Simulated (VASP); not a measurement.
Wanted: the native input for a VASP 6.6.1 run.

- Task: single point
- Functional: PBE
- Potentials or basis: VASP PAW PBE potentials, release 64 (Pt, Se)
- Cutoff: 520 eV
- k mesh: 12 × 12 × 4
- Occupations: gaussian, width 0.02 eV
- Spin: no spin polarisation
- Dipole correction: no
- Further INCAR settings: ALGO = Normal; EDIFF = 1e-06; NBANDS = 18

The structure of PtSe2 lies in POSCAR:

```
PtSe2
1.0
    3.7515594721      0.0000000000      0.0000000000
   -1.8757797360      3.2489458066      0.0000000000
    0.3900799279      0.0000000000      6.5013321315
Pt Se
1 2
Direct
    0.0000000000      0.0000000000      0.0000000000
    0.6875695522      0.3333491926      0.7989434562
    0.3124304478      0.6666508074      0.2010565438
```

This cell differs from its parent crystal: shear of c along a, cell held: +6.0 %, then relaxed in part.

These files were run (other wordings do the same):

INCAR

```
SYSTEM = PtSe2
PREC = Accurate
ENCUT = 520
EDIFF = 1E-6
ISMEAR = 0
SIGMA = 0.02
LREAL = .False.
LASPH = .True.
NELM = 60
ALGO = Normal
ISIF = 2
LWAVE = .False.
LCHARG = .False.
GGA = PE
NBANDS = 18
```

KPOINTS

```
Automatic mesh
0
Gamma
  12 12 4
  0 0 0
```

Potentials or basis: VASP PAW PBE potentials, release 64 (Pt, Se).

The run is started by

```console
$ cat potpaw_PBE.64/Pt/POTCAR potpaw_PBE.64/Se/POTCAR > POTCAR
$ mpirun -np 1 vasp_std > vasp.out
```

Results of the run:

```json
{
 "Pressure": "0.0 GPa",
 "Largest force": "0.008 eV/Å",
 "Band gap on the k mesh": "0.84 eV (least direct gap 1.02 eV)"
}
```

Caveat: the cell differs from its parent crystal (shear of c along a, cell held: +6.0 %, then relaxed in part); spin-orbit coupling is left out, which moves the levels of the heavy elements.

It took 8.6 min on 1 thread of Oxide Virtual Turin-like Processor, on a shared host, peak memory 0.47 GiB.
